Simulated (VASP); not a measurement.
Rh, 2 atoms in the cell. It takes space group P6_3/mmc (No. 194, hexagonal). Conventional cell: a = 2.616 Å, b = 2.616 Å, c = 4.175 Å, α = 90.00°, β = 90.00°, γ = 120.00°. Within 3.4 Å of Rh (site symmetry -6m2) lie 12 Rh at 2.58 to 2.62 Å. This isn't the form of Rh at room conditions, which is fcc.

```yaml
Program: VASP 6.6.1
Task: single point
Functional: PBE
Potentials_or_basis: VASP PAW PBE potentials, release 64 (Rh_pv)
Cutoff: 520 eV
k_mesh: 18 × 18 × 10
Occupations: gaussian, width 0.15 eV
Spin: no spin polarisation
Dipole_correction: no
Further_INCAR_settings: ALGO = Fast; EDIFF = 1e-06; NBANDS = 22
```

Potentials or basis: VASP PAW PBE potentials, release 64 (Rh_pv).

Command:

```bash
$ cat potpaw_PBE.64/Rh_pv/POTCAR > POTCAR
$ mpirun -np 1 vasp_std > vasp.out
```

Hardware: 1 thread of Intel(R) Xeon(R) Platinum 8488C (Sapphire Rapids), on a shared host.

Question: How long does it take, and how much memory?

Answer: Wall time 89 s on 1 thread of Intel(R) Xeon(R) Platinum 8488C (Sapphire Rapids), with other jobs on the host, peak memory 0.21 GiB. Counts: scf iterations 12, k points 222.
